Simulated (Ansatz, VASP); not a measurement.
Two plane-wave programs on Te

```
Te
1.0
     0.00000    3.38916    3.38916
     3.38916    0.00000    3.38916
     3.38916    3.38916    0.00000
Te
2
Cartesian
  0.8473 0.8473 0.8473
  5.9310 5.9310 5.9310
```

Alike in both runs: task relaxation of cell and atoms; functional LDA; k mesh 8 × 8 × 8; occupations fermi-dirac, width 0.1 eV; no spin polarisation.

|  | VASP | Ansatz |
| --- | --- | --- |
| version | VASP 6.6.1 | Ansatz 0.2.0 |
| potentials or method | VASP PAW LDA potentials, release 64 (Te), cutoff 600 eV | plane waves (420 eV) with PAW, scalar-relativistic |
| valence electrons in the cell | 12 | 32 |

VASP gave:

| Property | Result |
| --- | --- |
| relaxed volume (Å³/atom) | 42.94 |
| relaxed length of the cell vector where the two differ most in proportion (Å) | 4.952 |

Task: What did Ansatz give for the same quantities?

Result: Relaxed volume (Å³/atom): 42.88; relaxed length of the cell vector where the two differ most in proportion (Å): 4.950.

Ansatz warns that its potentials were made for another functional, while VASP's fit it. LDA's correlation is that of Perdew and Zunger in VASP and of Perdew and Wang (1992) in Ansatz. VASP's potentials hold 12 valence electrons a cell and Ansatz's 32, so a difference there can come from the potentials and not from the codes.

Neither program's run includes spin-orbit coupling.
